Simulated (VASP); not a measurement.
# Li (C2/m) in VASP: further runs

Li is run at these levels: PBE; tasks: electric field gradients.

Program: VASP 6.6.1. These are calculated values, not measurements. Logs are shortened: lines on timing, memory, paths and dates and some standing lists are left out, and cuts for length are marked.

### 1 The cell of the first run

The structure is monoclinic, space group C2/m (No. 12). The conventional cell has a = 5.308 Å, b = 3.065 Å, c = 4.965 Å, α = 90.00°, β = 90.00°, γ = 90.00°. Within 3.5 Å of Li (site symmetry m) lie 12 Li at 2.68 to 3.36 Å.

### 2 Electric field gradients, PBE

The input, INCAR:

```
SYSTEM = Li
PREC     = Accurate       ! precision mode
ENCUT    = 650            ! plane-wave cutoff, eV
EDIFF    = 1E-8           ! SCF threshold, eV
ISMEAR   = -1             ! smearing method
SIGMA    = 0.05           ! smearing width, eV
LREAL    = .False.        ! projectors in reciprocal space
LASPH    = .True.         ! aspherical terms in the spheres
NELM     = 120            ! most SCF steps
ALGO     = Normal         ! electronic algorithm
ISIF     = 2              ! what is computed and relaxed
LWAVE    = .False.        ! write WAVECAR
LCHARG   = .False.        ! write CHGCAR
GGA      = PE             ! functional
LEFG     = .True.       
ISYM     = -1           
NBANDS   = 10             ! bands
GGA_COMPAT= .False.
```

The input, KPOINTS:

```
explicit points
363
Reciprocal
  0.04545455   0.04545455   0.08333333 2
  0.04545455   0.04545455   0.25000000 2
  0.04545455   0.04545455   0.41666667 2
  0.04545455   0.04545455   0.58333333 2
  0.04545455   0.04545455   0.75000000 2
  0.04545455   0.04545455   0.91666667 2
[... 355 lines left out ...]
  0.50000000   0.50000000   0.25000000 2
  0.50000000   0.50000000   0.41666667 2
```

The input, POSCAR:

```
Li
1.0
    3.0646488937      0.0000000000      0.0000000000
   -1.5323244468      2.6540637956      0.0000000000
    0.0000000000      0.0000000000      4.9647312077
Li
2
Direct
    0.2933333333      0.6466666667      0.2200000000
    0.7066666667      0.3533333333      0.7800000000
```

Potentials or basis: VASP PAW PBE potentials, release 64 (Li_sv).

Command:

```
$ cat potpaw_PBE.64/Li_sv/POTCAR > POTCAR
$ mpirun -np 1 vasp_std > vasp.out
```

OUTCAR:

```text
SYSTEM = Li
   PREC = Accurate
   ENCUT = 650
   EDIFF = 1E-8
   ISMEAR = -1
   LREAL = .False.
   LASPH = .True.
   NELM = 120
   ISIF = 2
   GGA = PE
   ISYM = -1

 ion  position               nearest neighbor table
   1  0.293  0.647  0.220-
   2  0.707  0.353  0.780-

IMPORTANT INFORMATION: All symmetrisations will be switched off!
NOSYMM: (Re-)initialisation of all symmetry stuff for point group C_1.

----------------------------------------------------------------------------------------

                                     Primitive cell

  volume of cell :      40.3820

  direct lattice vectors                    reciprocal lattice vectors
     3.064648894  0.000000000  0.000000000     0.326301653  0.188390347  0.000000000
    -1.532324447  2.654063796  0.000000000     0.000000000  0.376780694  0.000000000
     0.000000000  0.000000000  4.964731208     0.000000000  0.000000000  0.201420773

  length of vectors
     3.064648894  3.064648894  4.964731208     0.376780694  0.376780694  0.201420773

  position of ions in fractional coordinates (direct lattice)
     0.293333333  0.646666667  0.220000000
     0.706666667  0.353333333  0.780000000

  ion indices of the primitive-cell ions
   primitive index   ion index
                 1           1
                 2           2

----------------------------------------------------------------------------------------

 KPOINTS: explicit points

Read explicit list of k-points.

 Found    363 k-points:

 Following reciprocal coordinates:
            Coordinates               Weight
  0.045455  0.045455  0.083333      0.002755
  0.045455  0.045455  0.250000      0.002755
  0.045455  0.045455  0.416667      0.002755
  0.045455  0.045455  0.583333      0.002755
  0.045455  0.045455  0.750000      0.002755
  0.045455  0.045455  0.916667      0.002755
[... 16 lines left out ...]
  0.045455  0.318182  0.750000      0.002755
  0.045455  0.318182  0.916667      0.002755
 [... further k-points ...]
   k-points           NKPTS =    363   k-points in BZ     NKDIM =    363   number of bands    NBANDS=     10
   number of dos      NEDOS =    301   number of ions     NIONS =      2
   total plane-waves  NPLWV =  32928
   dimension x,y,z NGX =    28 NGY =   28 NGZ =   42
   dimension x,y,z NGXF=    56 NGYF=   56 NGZF=   84
   ions per type =               2
   NGX,Y,Z   is equivalent  to a cutoff of  15.19, 15.19, 14.06 a.u.
   NGXF,Y,Z  is equivalent  to a cutoff of  30.38, 30.38, 28.13 a.u.
 SYSTEM =  Li
   PREC   = accura    normal or accurate (medium, high low for compatibility)
   ISTART =      0    job   : 0-new  1-cont  2-samecut
   ICHARG =      2    charge: 1-file 2-atom 10-const
   ISPIN  =      1    spin polarized calculation?
   LNONCOLLINEAR =      F non collinear calculations
   LSORBIT =      F    spin-orbit coupling
   LASPH  =      T    aspherical Exc in radial PAW
   ENCUT  =  650.0 eV  47.77 Ry    6.91 a.u.   6.37  6.37 10.32*2*pi/ulx,y,z
   NELM   =    120;   NELMIN=  2; NELMDL= -5     # of ELM steps
   EDIFF  = 0.1E-07   stopping-criterion for ELM
   LREAL  =      F    real-space projection
   EDIFFG = 0.1E-06   stopping-criterion for IOM
   NSW    =      0    number of steps for IOM
   IBRION =     -1    ionic relax: 0-MD 1-quasi-New 2-CG
   NFREE  =      0    steps in history (QN), initial steepest desc. (CG)
   ISIF   =      2    stress and relaxation
   ISYM   =     -1    0-nonsym 1-usesym 2-fastsym
   POTIM  = 0.5000    time-step for ionic-motion
   TEBEG  =    0.0;   TEEND  =   0.0 temperature during run
   PSTRESS=    0.0 pullay stress
   NELECT =       6.0000    total number of electrons
   NUPDOWN=      -1.0000    fix difference up-down
   EMIN   =  10.00;   EMAX   =-10.00  energy-range for DOS
   EFERMI =   0.00;   METHOD = LEGACY
   ISMEAR =    -1;   SIGMA  =   0.05  broadening in eV -4-tet -1-fermi 0-gaus
   EFERMI_NEDOS =   21; number of points for ismear=-14 and -15
   IALGO  =     38    algorithm
   IMIX   =      4    mixing-type and parameters
     AMIX     =   0.40;   BMIX     =  1.00
     AMIX_MAG =   1.60;   BMIX_MAG =  1.00
  volume/ion in A,a.u.               =      20.19       136.26
  Fermi-wavevector in a.u.,A,eV,Ry     =   0.867087  1.638557 10.229401  0.751840
  Thomas-Fermi vector in A             =   1.985570
   LORBIT       =      0    0 simple, 1 ext, 2 COOP (PROOUT), +10 PAW based schemes
   GGA     = PE    functional components
   LHFCALC =     F    Hartree Fock is set to
   AEXX    =    0.0000 exact exchange contribution
   IVDW    =     0    specifies the selected vdW correction
   LEPSILON=     F    determine dielectric tensor
   LRPA    =     F    only Hartree local field effects (RPA)
 non-spin polarized calculation
  energy-cutoff  :      650.00
  volume of cell :       40.38
 maximum number of plane-waves:      1536
 NGX is ok and might be reduce to    28
   NGX = 13   NGY = 13   NGZ = 21

 number of electron       6.0000002 magnetization

 Free energy of the ion-electron system (eV)
  ---------------------------------------------------
  ext. energy  EPLUGINS =         0.00000000
  ---------------------------------------------------
  free energy    TOTEN  =        -3.75151253 eV

  energy without entropy =       -3.74378146  energy(sigma->0) =       -3.74764700

 E-fermi :   0.6337     XC(G=0):  -7.0375

 val. band max:        0.6316798725   @ k =   0.0455   0.4091   0.4167
 cond. band min:       0.6508500758   @ k =   0.2273   0.0455   0.7500
 fundamental gap:      0.0191702033
 Fermi energy:         0.6337468107

 k-point     1 :       0.0455    0.0455    0.0833
  band No.  band energies     occupation
      1     -45.8965      2.00000
      2     -45.8699      2.00000
      3      -2.8016      2.00000
      4       0.6585      0.75784
      5       3.8161      0.00000
      6      12.0261      0.00000
      7      12.1844      0.00000
      8      14.3703      0.00000
      9      14.8176      0.00000
     10      15.2124      0.00000

 k-point     2 :       0.0455    0.0455    0.2500
  band No.  band energies     occupation
      1     -45.8950      2.00000
      2     -45.8714      2.00000
      3      -2.5513      2.00000
      4      -0.3109      2.00000
      5       5.3585      0.00000
      6      12.2141      0.00000
      7      12.4065      0.00000
      8      12.9087      0.00000
      9      14.3405      0.00000
     10      14.5438      0.00000

 k-point     3 :       0.0455    0.0455    0.4167
  band No.  band energies     occupation
      1     -45.8933      2.00000
      2     -45.8731      2.00000
      3      -2.0620      2.00000
      4      -1.2612      2.00000
      5       7.3610      0.00000
      6      10.3050      0.00000
      7      12.7340      0.00000
      8      12.8659      0.00000
      9      13.8654      0.00000
     10      13.9088      0.00000

 k-point     4 :       0.0455    0.0455    0.5833
  band No.  band energies     occupation
      1     -45.8934      2.00000
      2     -45.8730      2.00000
      3      -2.0627      2.00000
      4      -1.2614      2.00000
      5       7.3908      0.00000
      6      10.2298      0.00000
      7      12.7516      0.00000
      8      12.9103      0.00000
      9      13.8443      0.00000
     10      13.9121      0.00000

 k-point     5 :       0.0455    0.0455    0.7500
  band No.  band energies     occupation
      1     -45.8951      2.00000
      2     -45.8713      2.00000
      3      -2.5520      2.00000
      4      -0.3128      2.00000
      5       5.3780      0.00000
      6      12.0044      0.00000
      7      12.3848      0.00000
      8      13.1575      0.00000
      9      14.3063      0.00000
     10      14.5243      0.00000

 k-point     6 :       0.0455    0.0455    0.9167
  band No.  band energies     occupation
      1     -45.8966      2.00000
      2     -45.8698      2.00000
      3      -2.8019      2.00000
      4       0.6562      0.77953
      5       3.8240      0.00000
      6      12.0032      0.00000
      7      12.1722      0.00000
      8      14.4704      0.00000
      9      14.7150      0.00000
     10      15.2204      0.00000
[... 183 lines left out ...]
 k-point    21 :       0.0455    0.3182    0.4167
  band No.  band energies     occupation
      1     -45.8813      2.00000
      2     -45.8681      2.00000
      3      -0.3294      2.00000
      4       0.5200      1.81346
      5       5.6655      0.00000
      6       6.7398      0.00000
      7       9.5751      0.00000
      8      10.3596      0.00000
      9      11.2382      0.00000
     10      11.7939      0.00000

 k-point    22 :       0.0455    0.3182    0.5833
  band No.  band energies     occupation
      1     -45.8814      2.00000
      2     -45.8681      2.00000
      3      -0.3501      2.00000
      4       0.5446      1.71187
      5       5.7089      0.00000
      6       6.7952      0.00000
      7       9.2268      0.00000
      8      10.0957      0.00000
      9      11.2530      0.00000
     10      12.6059      0.00000

 k-point    23 :       0.0455    0.3182    0.7500
  band No.  band energies     occupation
      1     -45.8825      2.00000
      2     -45.8670      2.00000
      3      -0.8200      2.00000
      4       1.5051      0.00000
      5       5.0526      0.00000
      6       7.0928      0.00000
      7       8.2168      0.00000
      8       9.6798      0.00000
      9      12.2497      0.00000
     10      12.9802      0.00000

 k-point    24 :       0.0455    0.3182    0.9167
  band No.  band energies     occupation
      1     -45.8834      2.00000
      2     -45.8661      2.00000
      3      -1.0630      2.00000
      4       2.6708      0.00000
      5       4.0222      0.00000
      6       6.4706      0.00000
      7       8.9934      0.00000
      8       9.5660      0.00000
      9      11.4016      0.00000
     10      13.1388      0.00000

 [... further k-points ...]

------------------------ aborting loop because EDIFF is reached ----------------------------------------

  FORCE on cell =-STRESS in cart. coord.  units (eV):
  Direction    XX          YY          ZZ          XY          YZ          ZX
  --------------------------------------------------------------------------------------
  -------------------------------------------------------------------------------------
  Total        0.0668356     -0.0336472      0.1730960      0.0834222      0.0352771      0.0645797
  in kB        2.6517388     -1.3349697      6.8676747      3.3098203      1.3996393      2.5622320
  external PRESSURE =       2.7281479 kB  Pullay stress =       0.0000000 kB

 VOLUME and BASIS-vectors are now :
 -----------------------------------------------------------------------------
  energy-cutoff  :      650.00
  volume of cell :       40.38
      direct lattice vectors                 reciprocal lattice vectors
     3.064648894  0.000000000  0.000000000     0.326301653  0.188390347  0.000000000
    -1.532324447  2.654063796  0.000000000     0.000000000  0.376780694  0.000000000
     0.000000000  0.000000000  4.964731208     0.000000000  0.000000000  0.201420773

 POSITION                                       TOTAL-FORCE (eV/Angst)
 -----------------------------------------------------------------------------------
     -0.09194      1.71629      1.09224         0.050260      0.032089      0.410901
      1.62426      0.93777      3.87249        -0.050260     -0.032089     -0.410901
 -----------------------------------------------------------------------------------
    total drift:                               -0.000000      0.000000     -0.000000

  FREE ENERGIE OF THE ION-ELECTRON SYSTEM (eV)
  ---------------------------------------------------
  free  energy   TOTEN  =        -3.7515125328 eV

  energy  without entropy=       -3.7437814614  energy(sigma->0) =       -3.74764700

 Electric field gradients (V/A^2)
---------------------------------------------------------------------
 ion       V_xx      V_yy      V_zz      V_xy      V_xz      V_yz
---------------------------------------------------------------------
   1      -0.058    -0.209     0.266     0.135     0.084     0.051
   2      -0.058    -0.209     0.266     0.135     0.084     0.051
---------------------------------------------------------------------

 Electric field gradients after diagonalization (V/A^2)
 (convention: |V_zz| > |V_xx| > |V_yy|)
----------------------------------------------------------------------
 ion       V_xx      V_yy      V_zz     asymmetry (V_yy - V_xx)/ V_zz
----------------------------------------------------------------------
   1      -0.287    -0.014     0.301       0.910
   2      -0.287    -0.014     0.301       0.910
----------------------------------------------------------------------

           NMR quadrupolar parameters

 Cq : quadrupolar parameter    Cq=e*Q*V_zz/h
 eta: asymmetry parameters     (V_yy - V_xx)/ V_zz
 Q  : nuclear electric quadrupole moment in mb (millibarn)
----------------------------------------------------------------------
 ion       Cq(MHz)       eta       Q (mb)
----------------------------------------------------------------------
   1       0.001       0.910       1.000
   2       0.001       0.910       1.000
----------------------------------------------------------------------
```

Wall time 1.7 min (1 thread of Intel Xeon Platinum 8488C (Sapphire Rapids), shared host); peak memory 0.28 GiB.

Results:

```
Free energy                             : -3.7515 eV
Pressure                                : 0.3 GPa
Largest force                           : 0.415 eV/Å
Band gap on the k mesh                  : zero (bands 3 and 4 overlap by 3.70 eV)
Largest electric field gradient by atom : Li +0.3 V/Å²
```

Forces on the atoms (eV/Å):
```
Li   0.050  0.032  0.411
Li  -0.050 -0.032 -0.411
```

Electric field gradients, principal values (V/Å²):
| atom | least | middle | greatest (by size) |
| --- | --- | --- | --- |
| 1 Li | -0.014 | -0.287 | 0.301 |
| 2 Li | -0.014 | -0.287 | 0.301 |

Caveat: without QUAD_EFG the Cq values of the log hold for a quadrupole moment of 1 mb, not for the nuclei.

[end of part 1 of 2]
